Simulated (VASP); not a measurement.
# Ti (Fm-3m) in VASP: notebook, part 2 of 2

VASP 6.6.1.

## 3. Single point, PBE (volume scaled by 1.06)

Contents of INCAR:

```
SYSTEM = Ti
PREC     = Accurate       ! precision mode
ENCUT    = 520            ! plane-wave cutoff, eV
EDIFF    = 1E-6           ! SCF threshold, eV
ISMEAR   = -1             ! smearing method
SIGMA    = 0.05           ! smearing width, eV
LREAL    = .False.        ! projectors in reciprocal space
LASPH    = .True.         ! aspherical terms in the spheres
NELM     = 80             ! most SCF steps
ALGO     = Normal         ! electronic algorithm
ISIF     = 2              ! what is computed and relaxed
LWAVE    = .False.        ! write WAVECAR
LCHARG   = .True.         ! write CHGCAR
GGA      = PE             ! functional
LELF     = .True.         ! ELF
LVHAR    = .True.       
NBANDS   = 12             ! bands
```

Contents of KPOINTS:

```
regular mesh
0
Gamma
  15 15 15
  0 0 0
```

Contents of POSCAR:

```
Ti
1.0
    0.0000000000      2.0698140295      2.0698140295
    2.0698140295      0.0000000000      2.0698140295
    2.0698140295      2.0698140295      0.0000000000
Ti
1
Direct
    0.0000000000      0.0000000000      0.0000000000
```

Potentials or basis: VASP PAW PBE potentials, release 64 (Ti_sv).

The run is started by

```console
cat potpaw_PBE.64/Ti_sv/POTCAR > POTCAR
mpirun -np 1 vasp_std > vasp.out
```

OUTCAR:

```text
SYSTEM = Ti
   PREC = Accurate
   ENCUT = 520
   EDIFF = 1E-6
   ISMEAR = -1
   LREAL = .False.
   LASPH = .True.
   NELM = 80
   ISIF = 2
   GGA = PE

 ion  position               nearest neighbor table
   1  0.000  0.000  0.000-

  LATTYP: Found a face centered cubic cell.
 ALAT       =     4.1396280590

  Lattice vectors:

 A1 = (   0.0000000000,   2.0698140295,   2.0698140295)
 A2 = (   2.0698140295,   0.0000000000,   2.0698140295)
 A3 = (   2.0698140295,   2.0698140295,   0.0000000000)

Analysis of symmetry for initial positions (statically):
=====================================================================
 Subroutine PRICEL returns:
 Original cell was already a primitive cell.

 Routine SETGRP: Setting up the symmetry group for a
 face centered cubic supercell.

 Subroutine GETGRP returns: Found 48 space group operations
 (whereof 48 operations were pure point group operations)
 out of a pool of 48 trial point group operations.

The static configuration has the point symmetry O_h .

Analysis of symmetry for dynamics (positions and initial velocities):
=====================================================================
 Subroutine PRICEL returns:
 Original cell was already a primitive cell.

 Routine SETGRP: Setting up the symmetry group for a
 face centered cubic supercell.

 Subroutine GETGRP returns: Found 48 space group operations
 (whereof 48 operations were pure point group operations)
 out of a pool of 48 trial point group operations.

The dynamic configuration has the point symmetry O_h .

 Subroutine INISYM returns: Found 48 space group operations
 (whereof 48 operations are pure point group operations),
 and found     1 'primitive' translations

----------------------------------------------------------------------------------------

                                     Primitive cell

  volume of cell :      17.7347

  direct lattice vectors                    reciprocal lattice vectors
     0.000000000  2.069814029  2.069814029    -0.241567596  0.241567596  0.241567596
     2.069814029  0.000000000  2.069814029     0.241567596 -0.241567596  0.241567596
     2.069814029  2.069814029  0.000000000     0.241567596  0.241567596 -0.241567596

  length of vectors
     2.927159072  2.927159072  2.927159072     0.418407350  0.418407350  0.418407350

  position of ions in fractional coordinates (direct lattice)
     0.000000000  0.000000000  0.000000000

  ion indices of the primitive-cell ions
   primitive index   ion index
                 1           1

----------------------------------------------------------------------------------------

 KPOINTS: regular mesh

Automatic generation of k-mesh.
 Grid dimensions read from file:
 generate k-points for:   15   15   15

 Generating k-lattice:

  Cartesian coordinates                     Fractional coordinates (reciprocal lattice)
    -0.016104506  0.016104506  0.016104506     0.066666667  0.000000000  0.000000000
     0.016104506 -0.016104506  0.016104506     0.000000000  0.066666667  0.000000000
     0.016104506  0.016104506 -0.016104506     0.000000000  0.000000000  0.066666667

  Length of vectors
     0.027893823  0.027893823  0.027893823

  Shift w.r.t. Gamma in fractional coordinates (k-lattice)
     0.000000000  0.000000000  0.000000000

 Subroutine IBZKPT returns following result:
 ===========================================

 Found    120 irreducible k-points:

 Following reciprocal coordinates:
            Coordinates               Weight
  0.000000  0.000000  0.000000      1.000000
  0.066667  0.000000  0.000000      8.000000
  0.133333  0.000000  0.000000      8.000000
  0.200000  0.000000  0.000000      8.000000
  0.266667  0.000000  0.000000      8.000000
  0.333333  0.000000  0.000000      8.000000
[... 16 lines left out ...]
  0.133333  0.133333  0.000000      6.000000
  0.200000  0.133333  0.000000     24.000000
 [... further k-points ...]
   k-points           NKPTS =    120   k-points in BZ     NKDIM =    120   number of bands    NBANDS=     12
   number of dos      NEDOS =    301   number of ions     NIONS =      1
   total plane-waves  NPLWV =  13824
   dimension x,y,z NGX =    24 NGY =   24 NGZ =   24
   dimension x,y,z NGXF=    48 NGYF=   48 NGZF=   48
   ions per type =               1
   NGX,Y,Z   is equivalent  to a cutoff of  13.63, 13.63, 13.63 a.u.
   NGXF,Y,Z  is equivalent  to a cutoff of  27.26, 27.26, 27.26 a.u.
 SYSTEM =  Ti
   PREC   = accura    normal or accurate (medium, high low for compatibility)
   ISTART =      0    job   : 0-new  1-cont  2-samecut
   ICHARG =      2    charge: 1-file 2-atom 10-const
   ISPIN  =      1    spin polarized calculation?
   LNONCOLLINEAR =      F non collinear calculations
   LSORBIT =      F    spin-orbit coupling
   LASPH  =      T    aspherical Exc in radial PAW
   ENCUT  =  520.0 eV  38.22 Ry    6.18 a.u.   5.44  5.44  5.44*2*pi/ulx,y,z
   NELM   =     80;   NELMIN=  2; NELMDL= -5     # of ELM steps
   EDIFF  = 0.1E-05   stopping-criterion for ELM
   LREAL  =      F    real-space projection
   EDIFFG = 0.1E-04   stopping-criterion for IOM
   NSW    =      0    number of steps for IOM
   IBRION =     -1    ionic relax: 0-MD 1-quasi-New 2-CG
   NFREE  =      0    steps in history (QN), initial steepest desc. (CG)
   ISIF   =      2    stress and relaxation
   ISYM   =      2    0-nonsym 1-usesym 2-fastsym
   POTIM  = 0.5000    time-step for ionic-motion
   TEBEG  =    0.0;   TEEND  =   0.0 temperature during run
   PSTRESS=    0.0 pullay stress
   NELECT =      12.0000    total number of electrons
   NUPDOWN=      -1.0000    fix difference up-down
   EMIN   =  10.00;   EMAX   =-10.00  energy-range for DOS
   EFERMI =   0.00;   METHOD = LEGACY
   ISMEAR =    -1;   SIGMA  =   0.05  broadening in eV -4-tet -1-fermi 0-gaus
   EFERMI_NEDOS =   21; number of points for ismear=-14 and -15
   IALGO  =     38    algorithm
   IMIX   =      4    mixing-type and parameters
     AMIX     =   0.40;   BMIX     =  1.00
     AMIX_MAG =   1.60;   BMIX_MAG =  1.00
  volume/ion in A,a.u.               =      17.73       119.68
  Fermi-wavevector in a.u.,A,eV,Ry     =   1.437233  2.715977 28.104730  2.065639
  Thomas-Fermi vector in A             =   2.556334
   LORBIT       =      0    0 simple, 1 ext, 2 COOP (PROOUT), +10 PAW based schemes
   GGA     = PE    functional components
   LHFCALC =     F    Hartree Fock is set to
   AEXX    =    0.0000 exact exchange contribution
   IVDW    =     0    specifies the selected vdW correction
   LEPSILON=     F    determine dielectric tensor
   LRPA    =     F    only Hartree local field effects (RPA)
 non-spin polarized calculation
  energy-cutoff  :      520.00
  volume of cell :       17.73
 maximum number of plane-waves:       531
 NGX is ok and might be reduce to    24
   NGX = 11   NGY = 11   NGZ = 11

 number of electron      11.9999999 magnetization

 Free energy of the ion-electron system (eV)
  ---------------------------------------------------
  ext. energy  EPLUGINS =         0.00000000
  ---------------------------------------------------
  free energy    TOTEN  =        -7.78268473 eV

  energy without entropy =       -7.76853488  energy(sigma->0) =       -7.77560981

 E-fermi :   7.9989     XC(G=0): -11.4015

 val. band max:        7.9867017634   @ k =   0.3333   0.0000   0.0000
 cond. band min:       8.0083756855   @ k =  -0.4000   0.3333   0.1333
 fundamental gap:      0.0216739220
 Fermi energy:         7.9988642333

 k-point     1 :       0.0000    0.0000    0.0000
  band No.  band energies     occupation
      1     -48.7517      2.00000
      2     -24.6339      2.00000
      3     -24.6339      2.00000
      4     -24.6339      2.00000
      5       1.9545      2.00000
      6       8.8582      0.00000
      7       8.8582      0.00000
      8       8.8582      0.00000
      9      10.4424      0.00000
     10      10.4424      0.00000
     11      23.1297      0.00000
     12      27.5045      0.00000

 k-point     2 :       0.0667    0.0000    0.0000
  band No.  band energies     occupation
      1     -48.7469      2.00000
      2     -24.6616      2.00000
      3     -24.6373      2.00000
      4     -24.6373      2.00000
      5       2.0956      2.00000
      6       8.7723      0.00000
      7       8.9085      0.00000
      8       8.9085      0.00000
      9      10.4103      0.00000
     10      10.4103      0.00000
     11      23.2339      0.00000
     12      26.3952      0.00000
[... 316 lines left out ...]
 k-point    24 :       0.2000    0.1333    0.0000
  band No.  band energies     occupation
      1     -48.7123      2.00000
      2     -24.8111      2.00000
      3     -24.6890      2.00000
      4     -24.6840      2.00000
      5       3.1511      2.00000
      6       8.0984      0.24050
      7       9.2839      0.00000
      8       9.3463      0.00000
      9       9.8194      0.00000
     10      10.6840      0.00000
     11      23.4507      0.00000
     12      24.2444      0.00000

 [... further k-points ...]
[... 5 lines left out ...]
  --------------------------------------------------------------------------------------
  -------------------------------------------------------------------------------------
  Total       -0.2512933     -0.2512933     -0.2512933      0.0000000     -0.0000000      0.0000000
  in kB      -22.7021740    -22.7021740    -22.7021740      0.0000000     -0.0000000      0.0000000
  external PRESSURE =     -22.7021740 kB  Pullay stress =       0.0000000 kB

 VOLUME and BASIS-vectors are now :
 -----------------------------------------------------------------------------
  energy-cutoff  :      520.00
  volume of cell :       17.73
      direct lattice vectors                 reciprocal lattice vectors
     0.000000000  2.069814029  2.069814029    -0.241567596  0.241567596  0.241567596
     2.069814029  0.000000000  2.069814029     0.241567596 -0.241567596  0.241567596
     2.069814029  2.069814029  0.000000000     0.241567596  0.241567596 -0.241567596

 POSITION                                       TOTAL-FORCE (eV/Angst)
 -----------------------------------------------------------------------------------
      0.00000      0.00000      0.00000         0.000000      0.000000      0.000000
 -----------------------------------------------------------------------------------
    total drift:                                0.000000      0.000000      0.000000

  FREE ENERGIE OF THE ION-ELECTRON SYSTEM (eV)
  ---------------------------------------------------
  free  energy   TOTEN  =        -7.7826847282 eV

  energy  without entropy=       -7.7685348845  energy(sigma->0) =       -7.77560981
```

Wall time 11 s (1 thread of Intel Xeon 6975P-C, shared host); peak memory 0.15 GiB.

What came out:

```
Free energy            : -7.7827 eV
Pressure               : -2.3 GPa
Band gap on the k mesh : zero (band 6 reaches 8.86 eV, above the bottom of band 7 at 7.74 eV)
```

## 4. Single point, PBE (volume scaled by 0.94)

Changes to INCAR since step 3:

```diff
@@ -8,3 +8,3 @@
 LASPH    = .True.         ! aspherical terms in the spheres
-NELM     = 80             ! most SCF steps
+NELM     = 100            ! most SCF steps
 ALGO     = Normal         ! electronic algorithm
@@ -12,6 +12,4 @@
 LWAVE    = .False.        ! write WAVECAR
-LCHARG   = .True.         ! write CHGCAR
+LCHARG   = .False.        ! write CHGCAR
 GGA      = PE             ! functional
-LELF     = .True.         ! ELF
-LVHAR    = .True.       
 NBANDS   = 12             ! bands
```

KPOINTS is that of step 3.

Contents of POSCAR:

```
Ti
1.0
    0.0000000000      1.9885598007      1.9885598007
    1.9885598007      0.0000000000      1.9885598007
    1.9885598007      1.9885598007      0.0000000000
Ti
1
Direct
    0.0000000000      0.0000000000      0.0000000000
```

The run is started by

```console
cat potpaw_PBE.64/Ti_sv/POTCAR > POTCAR
mpirun -np 1 vasp_std > vasp.out
```

It took 9.9 s on 1 thread of Intel Xeon Platinum 8488C (Sapphire Rapids), shared host; peak memory 0.15 GiB.

It converged, with:

```yaml
Free_energy: -7.7260 eV
Pressure: 12.4 GPa
Band_gap_on_the_k_mesh: zero (band 6 reaches 10.25 eV, above the bottom of band 7 at 8.98 eV)
```

Levels at points of the mesh, in eV from the Fermi level:
| k point | band 4 | band 5 | band 6 | band 7 | band 8 | band 9 |
| --- | --- | --- | --- | --- | --- | --- |
| (0.00, 0.00, 0.00) | -32.29 | -6.33 | 0.92 | 0.92 | 0.92 | 2.79 |

## 5. Summary

| cell | gap on the mesh (eV) | pressure (GPa) |
| --- | --- | --- |
| a = 2.899 Å, angles 60.0°, 1 atom | none | 0.7 |
| a = 2.927 Å, angles 60.0°, 1 atom | none | -2.3 |
| a = 2.812 Å, angles 60.0°, 1 atom | none | 12.4 |

Alike in all rows: task single point; level PBE; potentials or basis VASP PAW PBE potentials, release 64 (Ti_sv); no spin polarisation; k mesh 15 × 15 × 15; cutoff (eV) 520; smearing fermi-dirac 0.05 eV.

Absolute energies hang on the potentials; compare differences alone.
